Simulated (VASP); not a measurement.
# Y (Fmmm) in VASP: a series of runs

Runs on Y. Level: PBE. Tasks: single point.

All numbers are computed with VASP 6.6.1; they aren't measurements. Logs are shortened: lines on timing, memory, paths and dates and some standing lists are left out, and cuts for length are marked.

### Step 1. The cell of the first run

The structure is orthorhombic, space group Fmmm (No. 69). The conventional cell has a = 3.702 Å, b = 5.783 Å, c = 12.474 Å, α = 90.00°, β = 90.00°, γ = 90.00°. Within 4.4 Å of Y (site symmetry mm2) lie 11 Y at 3.35 to 4.02 Å.

### Step 2. Single point, PBE

INCAR reads:

```
SYSTEM = Y
PREC = Accurate ; ENCUT = 520
EDIFF = 1E-7 ; ISMEAR = 0
SIGMA = 0.1 ; LREAL = .False.
LASPH = .True. ; NELM = 80
ALGO = Fast ; ISIF = 2
LWAVE = .False. ; LCHARG = .True.
GGA = PE ; LELF = .True.
LVHAR = .True. ; NBANDS = 30
```

KPOINTS reads:

```
Automatic mesh
0
Gamma
  10 10 12
  0 0 0
```

POSCAR reads:

```
Y
1.0
    2.8913804785     -6.2369601125      0.0000000000
    2.8913804785      6.2369601125      0.0000000000
    0.0000000000      0.0000000000      3.7017910936
Y
4
Direct
    0.1378848067      0.8621151933     -0.0000046369
    0.6378848067      0.3621151933      0.5000046369
    0.8621151933      0.1378848067      1.0000046369
    0.3621151933      0.6378848067      0.4999953631
```

Potentials or basis: VASP PAW PBE potentials, release 64 (Y_sv).

The run is started by

```
$ cat potpaw_PBE.64/Y_sv/POTCAR > POTCAR
$ mpirun -np 1 vasp_std > vasp.out
```

OUTCAR:

```text
SYSTEM = Y
   PREC = Accurate
   ENCUT = 520
   EDIFF = 1E-7
   ISMEAR = 0
   LREAL = .False.
   LASPH = .True.
   NELM = 80
   ISIF = 2
   GGA = PE

 ion  position               nearest neighbor table
   1  0.138  0.862  1.000-   4 3.35   4 3.35   2 3.43   2 3.43   2 3.43   2 3.43   3 3.44   3 4.02
                             3 4.02
   2  0.638  0.362  0.500-   3 3.35   3 3.35   1 3.43   1 3.43   1 3.43   1 3.43   4 3.44   4 4.02
                             4 4.02
   3  0.862  0.138  0.000-   2 3.35   2 3.35   4 3.43   4 3.43   4 3.43   4 3.43   1 3.44   1 4.02
                             1 4.02
   4  0.362  0.638  0.500-   1 3.35   1 3.35   3 3.43   3 3.43   3 3.43   3 3.43   2 3.44   2 4.02
                             2 4.02

  LATTYP: Found a base centered orthorhombic cell.
 ALAT       =     5.7827609570
 B/A-ratio  =     2.1570873010
 C/A-ratio  =     0.6401425065

  Lattice vectors:

 A1 = (   2.8913804785,  -6.2369601125,   0.0000000000)
 A2 = (   2.8913804785,   6.2369601125,   0.0000000000)
 A3 = (   0.0000000000,   0.0000000000,   3.7017910936)

Analysis of symmetry for initial positions (statically):
=====================================================================
 Subroutine PRICEL returns:
 Original cell was already a primitive cell.

 Routine SETGRP: Setting up the symmetry group for a
 base centered orthorhombic supercell.

 Subroutine GETGRP returns: Found  8 space group operations
 (whereof  4 operations were pure point group operations)
 out of a pool of  8 trial point group operations.

The static configuration has the point symmetry C_2h.
 The point group associated with its full space group is D_2h.

Analysis of symmetry for dynamics (positions and initial velocities):
=====================================================================
 Subroutine PRICEL returns:
 Original cell was already a primitive cell.

 Routine SETGRP: Setting up the symmetry group for a
 base centered orthorhombic supercell.

 Subroutine GETGRP returns: Found  8 space group operations
 (whereof  4 operations were pure point group operations)
 out of a pool of  8 trial point group operations.

The dynamic configuration has the point symmetry C_2h.
 The point group associated with its full space group is D_2h.

 Subroutine INISYM returns: Found  8 space group operations
 (whereof  4 operations are pure point group operations),
 and found     1 'primitive' translations

----------------------------------------------------------------------------------------

                                     Primitive cell

  volume of cell :     133.5119

  direct lattice vectors                    reciprocal lattice vectors
     2.891380478 -6.236960113  0.000000000     0.172927777 -0.080167260  0.000000000
     2.891380478  6.236960113  0.000000000     0.172927777  0.080167260  0.000000000
     0.000000000  0.000000000  3.701791094     0.000000000  0.000000000  0.270139501

  length of vectors
     6.874572897  6.874572897  3.701791094     0.190606416  0.190606416  0.270139501

  position of ions in fractional coordinates (direct lattice)
     0.137884807  0.862115193  0.999995363
     0.637884807  0.362115193  0.500004637
     0.862115193  0.137884807  0.000004637
     0.362115193  0.637884807  0.499995363

  ion indices of the primitive-cell ions
   primitive index   ion index
                 1           1
                 2           2
                 3           3
                 4           4

----------------------------------------------------------------------------------------

 KPOINTS: Automatic mesh

Automatic generation of k-mesh.
 Grid dimensions read from file:
 generate k-points for:   10   10   12

 Generating k-lattice:

  Cartesian coordinates                     Fractional coordinates (reciprocal lattice)
     0.017292778 -0.008016726  0.000000000     0.100000000 -0.000000000  0.000000000
     0.017292778  0.008016726  0.000000000    -0.000000000  0.100000000  0.000000000
     0.000000000  0.000000000  0.022511625     0.000000000  0.000000000  0.083333333

  Length of vectors
     0.019060642  0.019060642  0.022511625

  Shift w.r.t. Gamma in fractional coordinates (k-lattice)
     0.000000000  0.000000000  0.000000000

 Subroutine IBZKPT returns following result:
 ===========================================

 Found    217 irreducible k-points:

 Following reciprocal coordinates:
            Coordinates               Weight
  0.000000  0.000000  0.000000      1.000000
  0.100000 -0.000000  0.000000      4.000000
  0.200000 -0.000000  0.000000      4.000000
  0.300000 -0.000000  0.000000      4.000000
  0.400000 -0.000000  0.000000      4.000000
  0.500000 -0.000000  0.000000      2.000000
[... 16 lines left out ...]
  0.300000  0.300000  0.000000      2.000000
  0.400000  0.300000  0.000000      4.000000
 [... further k-points ...]
   k-points           NKPTS =    217   k-points in BZ     NKDIM =    217   number of bands    NBANDS=     30
   number of dos      NEDOS =    301   number of ions     NIONS =      4
   total plane-waves  NPLWV =  81648
   dimension x,y,z NGX =    54 NGY =   54 NGZ =   28
   dimension x,y,z NGXF=   108 NGYF=  108 NGZF=   56
   ions per type =               4
   NGX,Y,Z   is equivalent  to a cutoff of  13.06, 13.06, 12.57 a.u.
   NGXF,Y,Z  is equivalent  to a cutoff of  26.12, 26.12, 25.15 a.u.
 SYSTEM =  Y
   PREC   = accura    normal or accurate (medium, high low for compatibility)
   ISTART =      0    job   : 0-new  1-cont  2-samecut
   ICHARG =      2    charge: 1-file 2-atom 10-const
   ISPIN  =      1    spin polarized calculation?
   LNONCOLLINEAR =      F non collinear calculations
   LSORBIT =      F    spin-orbit coupling
   LASPH  =      T    aspherical Exc in radial PAW
   ENCUT  =  520.0 eV  38.22 Ry    6.18 a.u.  12.78 12.78  6.88*2*pi/ulx,y,z
   NELM   =     80;   NELMIN=  2; NELMDL= -5     # of ELM steps
   EDIFF  = 0.1E-06   stopping-criterion for ELM
   LREAL  =      F    real-space projection
   EDIFFG = 0.1E-05   stopping-criterion for IOM
   NSW    =      0    number of steps for IOM
   IBRION =     -1    ionic relax: 0-MD 1-quasi-New 2-CG
   NFREE  =      0    steps in history (QN), initial steepest desc. (CG)
   ISIF   =      2    stress and relaxation
   ISYM   =      2    0-nonsym 1-usesym 2-fastsym
   POTIM  = 0.5000    time-step for ionic-motion
   TEBEG  =    0.0;   TEEND  =   0.0 temperature during run
   PSTRESS=    0.0 pullay stress
   NELECT =      44.0000    total number of electrons
   NUPDOWN=      -1.0000    fix difference up-down
   EMIN   =  10.00;   EMAX   =-10.00  energy-range for DOS
   EFERMI =   0.00;   METHOD = LEGACY
   ISMEAR =     0;   SIGMA  =   0.10  broadening in eV -4-tet -1-fermi 0-gaus
   EFERMI_NEDOS =   21; number of points for ismear=-14 and -15
   IALGO  =     68    algorithm
   IMIX   =      4    mixing-type and parameters
     AMIX     =   0.40;   BMIX     =  1.00
     AMIX_MAG =   1.60;   BMIX_MAG =  1.00
  volume/ion in A,a.u.               =      33.38       225.25
  Fermi-wavevector in a.u.,A,eV,Ry     =   1.130800  2.136902 17.397878  1.278708
  Thomas-Fermi vector in A             =   2.267497
   LORBIT       =      0    0 simple, 1 ext, 2 COOP (PROOUT), +10 PAW based schemes
   GGA     = PE    functional components
   LHFCALC =     F    Hartree Fock is set to
   AEXX    =    0.0000 exact exchange contribution
   IVDW    =     0    specifies the selected vdW correction
   LEPSILON=     F    determine dielectric tensor
   LRPA    =     F    only Hartree local field effects (RPA)
 non-spin polarized calculation
 RMM-DIIS sequential band-by-band and
 Gauss-broadening in eV      SIGMA  =   0.10
  energy-cutoff  :      520.00
  volume of cell :      133.51
 maximum number of plane-waves:      3628
 NGX is ok and might be reduce to    54
   NGX = 25   NGY = 25   NGZ = 13

 number of electron      44.0000003 magnetization

 Free energy of the ion-electron system (eV)
  ---------------------------------------------------
  ext. energy  EPLUGINS =         0.00000000
  ---------------------------------------------------
  free energy    TOTEN  =       -24.94639006 eV

  energy without entropy =      -24.92692107  energy(sigma->0) =      -24.93665557

 E-fermi :   2.8516     XC(G=0):  -9.3328

 val. band max:        2.8481364144   @ k =  -0.2000   0.2000   0.3333
 cond. band min:       2.8555608700   @ k =   0.5000   0.1000   0.2500
 fundamental gap:      0.0074244557
 Fermi energy:         2.8516487542

 k-point     1 :       0.0000    0.0000    0.0000
  band No.  band energies     occupation
      1     -39.8969      2.00000
      2     -39.8269      2.00000
      3     -39.8021      2.00000
      4     -39.7771      2.00000
      5     -20.1894      2.00000
      6     -20.1868      2.00000
[... 22 lines left out ...]
     29       5.5737      0.00000
     30       5.9363      0.00000

 k-point     2 :       0.1000   -0.0000    0.0000
  band No.  band energies     occupation
      1     -39.8947      2.00000
      2     -39.8256      2.00000
      3     -39.8047      2.00000
      4     -39.7781      2.00000
      5     -20.1800      2.00000
      6     -20.1762      2.00000
[... 22 lines left out ...]
     29       5.4239      0.00000
     30       5.7451      0.00000

 k-point     3 :       0.2000   -0.0000    0.0000
  band No.  band energies     occupation
      1     -39.8883      2.00000
      2     -39.8219      2.00000
      3     -39.8120      2.00000
      4     -39.7811      2.00000
      5     -20.1603      2.00000
      6     -20.1378      2.00000
[... 22 lines left out ...]
     29       5.0609      0.00000
     30       5.4306      0.00000

 k-point     4 :       0.3000   -0.0000    0.0000
  band No.  band energies     occupation
      1     -39.8782      2.00000
      2     -39.8231      2.00000
      3     -39.8160      2.00000
      4     -39.7862      2.00000
      5     -20.1293      2.00000
      6     -20.0776      2.00000
[... 22 lines left out ...]
     29       5.0872      0.00000
     30       5.1132      0.00000

 k-point     5 :       0.4000   -0.0000    0.0000
  band No.  band energies     occupation
      1     -39.8654      2.00000
      2     -39.8365      2.00000
      3     -39.8087      2.00000
      4     -39.7930      2.00000
      5     -20.0896      2.00000
      6     -20.0169      2.00000
[... 22 lines left out ...]
     29       4.8191      0.00000
     30       4.9733      0.00000
[... 526 lines left out ...]
     29       5.4358      0.00000
     30       5.6065      0.00000

 k-point    22 :      -0.2000    0.2000    0.0000
  band No.  band energies     occupation
      1     -39.8919      2.00000
      2     -39.8320      2.00000
      3     -39.8098      2.00000
      4     -39.7694      2.00000
      5     -20.2017      2.00000
      6     -20.1357      2.00000
[... 22 lines left out ...]
     29       5.5770      0.00000
     30       5.7243      0.00000

 k-point    23 :       0.3000    0.3000    0.0000
  band No.  band energies     occupation
      1     -39.8525      2.00000
      2     -39.8463      2.00000
      3     -39.8219      2.00000
      4     -39.7830      2.00000
      5     -20.0967      2.00000
      6     -20.0016      2.00000
[... 22 lines left out ...]
     29       4.8418      0.00000
     30       5.0533      0.00000

 k-point    24 :       0.4000    0.3000    0.0000
  band No.  band energies     occupation
      1     -39.8638      2.00000
      2     -39.8352      2.00000
      3     -39.8307      2.00000
      4     -39.7739      2.00000
      5     -20.1039      2.00000
      6     -20.0565      2.00000
[... 22 lines left out ...]
     29       4.9621      0.00000
     30       5.0916      0.00000

 [... further k-points ...]

------------------------ aborting loop because EDIFF is reached ----------------------------------------

  FORCE on cell =-STRESS in cart. coord.  units (eV):
  Direction    XX          YY          ZZ          XY          YZ          ZX
  --------------------------------------------------------------------------------------
  -------------------------------------------------------------------------------------
  Total       -0.0818659     -0.0579305     -0.0921927      0.0000000      0.0000000      0.0000000
  in kB       -0.9824121     -0.6951807     -1.1063357      0.0000000      0.0000000      0.0000000
  external PRESSURE =      -0.9279762 kB  Pullay stress =       0.0000000 kB

 VOLUME and BASIS-vectors are now :
 -----------------------------------------------------------------------------
  energy-cutoff  :      520.00
  volume of cell :      133.51
      direct lattice vectors                 reciprocal lattice vectors
     2.891380478 -6.236960113  0.000000000     0.172927777 -0.080167260  0.000000000
     2.891380478  6.236960113  0.000000000     0.172927777  0.080167260  0.000000000
     0.000000000  0.000000000  3.701791094     0.000000000  0.000000000  0.270139501

 POSITION                                       TOTAL-FORCE (eV/Angst)
 -----------------------------------------------------------------------------------
      2.89138      4.51700      3.70177         0.000000     -0.003994      0.000023
      2.89138     -1.71996      1.85091         0.000000     -0.003994     -0.000023
      2.89138     -4.51700      0.00002         0.000000      0.003994     -0.000023
      2.89138      1.71996      1.85088         0.000000      0.003994      0.000023
 -----------------------------------------------------------------------------------
    total drift:                                0.000000      0.000000     -0.000000

  FREE ENERGIE OF THE ION-ELECTRON SYSTEM (eV)
  ---------------------------------------------------
  free  energy   TOTEN  =       -24.9463900639 eV

  energy  without entropy=      -24.9269210731  energy(sigma->0) =      -24.93665557
```

Wall time 18 min (1 thread of Intel Xeon 6975P-C (Granite Rapids), shared host); peak memory 0.79 GiB.

Results:

- Free energy: -24.9464 eV
- Pressure: -0.1 GPa
- Largest force: 0.004 eV/Å
- Band gap on the k mesh: zero (bands 22 and 23 overlap by 0.25 eV)

Forces in eV/Å, atoms in the order of the input:
```
Y    0.000 -0.004  0.000
Y    0.000 -0.004  0.000
Y    0.000  0.004  0.000
Y    0.000  0.004  0.000
```

### Step 3. Single point, PBE

INCAR reads:

```
SYSTEM = Y
PREC = Accurate
ENCUT = 520
EDIFF = 1E-7
ISMEAR = 0
SIGMA = 0.1
LREAL = .False.
LASPH = .True.
NELM = 80
ALGO = Fast
ISIF = 2
LWAVE = .False.
LCHARG = .False.
GGA = PE
NBANDS = 30
```

KPOINTS reads:

```
regular mesh
0
Gamma
  10 10 8
  0 0 0
```

POSCAR reads:

```
Y
1.0
    2.8937653509     -6.2300365735      0.0000000000
    2.8937653509      6.2300365735      0.0000000000
    0.0000000000      0.0000000000      3.7049306582
Y
4
Direct
    0.1377418579      0.8622581421     -0.0000119638
    0.6377418579      0.3622581421      0.5000119638
    0.8622581421      0.1377418579      1.0000119638
    0.3622581421      0.6377418579      0.4999880362
```

Potentials or basis: VASP PAW PBE potentials, release 64 (Y_sv).

The run is started by

```
$ cat potpaw_PBE.64/Y_sv/POTCAR > POTCAR
$ mpirun -np 1 vasp_std > vasp.out
```

Run time: 14 min. Hardware: 1 thread of Intel Xeon 6975P-C (Granite Rapids), shared host; peak memory 0.64 GiB.

The run converged. Its results:

* Free energy: -24.9415 eV
* Pressure: -0.1 GPa
* Largest force: 0.005 eV/Å
* Band gap on the k mesh: zero (bands 22 and 23 overlap by 0.19 eV)

Forces on the atoms (eV/Å):
```
Y    0.000 -0.005  0.000
Y    0.000 -0.005  0.000
Y    0.000  0.005  0.000
Y    0.000  0.005  0.000
```

Levels at points of the mesh, in eV from the Fermi level:
| k point | band 20 | band 21 | band 22 | band 23 | band 24 | band 25 |
| --- | --- | --- | --- | --- | --- | --- |
| (0.00, 0.00, 0.00) | -1.04 | -0.79 | -0.25 | 0.08 | 0.94 | 1.18 |
| (0.50, 0.00, 0.00) | -1.38 | -0.31 | -0.31 | 0.81 | 0.81 | 1.49 |
| (0.50, 0.50, 0.00) | -1.45 | -0.89 | -0.37 | 0.88 | 0.97 | 1.50 |
| (0.00, 0.00, 0.50) | -0.55 | -0.11 | -0.11 | 0.29 | 0.29 | 0.58 |
| (0.50, 0.00, 0.50) | -1.35 | -0.41 | -0.41 | 0.10 | 0.10 | 0.76 |
| (0.50, 0.50, 0.50) | -1.07 | -0.22 | -0.22 | 0.21 | 0.21 | 0.87 |
